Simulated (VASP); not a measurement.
Input of a VASP 6.6.1 run:

POSCAR

```
V
1.0
   -1.5143500000      1.5143500000      1.5143500000
    1.5143500000     -1.5143500000      1.5143500000
    1.5143500000      1.5143500000     -1.5143500000
V
1
Direct
    0.0000000000      0.0000000000      0.0000000000
```

The input INCAR.step1:

```
SYSTEM = V
  PREC = Accurate
  ENCUT = 600
  EDIFF = 1E-5
  ISMEAR = -1
  SIGMA = 0.05
  LREAL = .FALSE.
  LASPH = .TRUE.
  NELM = 150
  ALGO = Normal
  LWAVE = .TRUE.
  LCHARG = .FALSE.
  ISPIN = 2
  MAGMOM = 2
  LORBIT = 11
  LMAXMIX = 4
  GGA = PE
  NBANDS = 16
```

INCAR.step2

```
SYSTEM = V
  PREC = Accurate
  ENCUT = 600
  EDIFF = 1E-7
  ISMEAR = -1
  SIGMA = 0.05
  LREAL = .FALSE.
  LASPH = .TRUE.
  NELM = 150
  ALGO = Normal
  ISIF = 3
  LWAVE = .FALSE.
  LCHARG = .FALSE.
  ISPIN = 2
  MAGMOM = 2
  LORBIT = 11
  LMAXMIX = 4
  GGA = PE
  LHFCALC = .TRUE.
  HFSCREEN = 0.2079
  PRECFOCK = Normal
  IBRION = 2
  NSW = 60
  EDIFFG = -0.01
  ISTART = 1
```

File KPOINTS:

```
Automatic mesh
0
G
  6 6 6
  0 0 0
```

Potentials or basis: VASP PAW PBE potentials, release 64 (V_sv).

Launch:

```console
$ cat potpaw_PBE.64/V_sv/POTCAR > POTCAR
$ cp INCAR.step1 INCAR
$ mpirun -np 1 vasp_std > vasp.out
$ cp INCAR.step2 INCAR
$ mpirun -np 1 vasp_std > vasp.out
```

Question: Predict the relaxed cell.

Answer: a = 2.587 Å, b = 2.587 Å, c = 2.587 Å, α = 109.47°, β = 109.47°, γ = 109.47°.

Question: Estimate the space group after relaxing (to 0.1 Å).

Answer: Im-3m (No. 229).

Question: Estimate the net moment.

Answer: 0.78 μB per cell.

Question: Estimate the site moments.

Answer: V +0.67 μB.

The path:
```csv
step,energy change (eV),largest force (eV/Å),pressure (GPa),volume (Å³)
1,0.0000,0.0000,-7.12,13.89
2,0.0072,0.0000,10.68,12.69
3,-0.0133,0.0000,-0.10,13.33
```

Caveat: the k points lie up to 0.50 Å⁻¹ apart in the final cell; the PAW data sets were made with another functional, which shifts forces and pressure a little.
